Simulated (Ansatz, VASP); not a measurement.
# One calculation of Ru, two programs

```
CELL_PARAMETERS angstrom
2.82400 0.00000 0.00000
-1.41200 2.44566 0.00000
0.00000 0.00000 4.14562
ATOMIC_POSITIONS crystal
Ru 0.33333 0.66667 0.25000
Ru 0.66667 0.33333 0.75000
```

Change from the starting cell: strain +0.050 along x and y, -0.025 along z, atoms carried along.

Alike in both runs: task single point; functional PBEsol; k mesh 24 × 24 × 14; occupations gaussian, width 0.15 eV; no spin polarisation.

```csv
,VASP,Ansatz
version,VASP 6.6.1,Ansatz 0.2.0
potentials or method,"VASP PAW PBE potentials, release 64 (Ru_pv), cutoff 520 eV","scalar-relativistic, plane waves, PAW"
valence electrons in the cell,28,32
```

|  | VASP | Ansatz | Ansatz less VASP |
| --- | --- | --- | --- |
| gap on the k mesh at the Fermi level (eV) | none | none | - |
| pressure (GPa) | -18.6 | -18.5 | +0.11 |
| traceless stress, the component that is largest in VASP (GPa) | 16.53 | 16.54 | +0.014 |

VASP's potentials were made for PBE, not for PBEsol. A gap of «none» marks a metal or a gap that the smearing closes. VASP's potentials hold 28 valence electrons a cell and Ansatz's 32, so a difference there can come from the potentials and not from the codes.
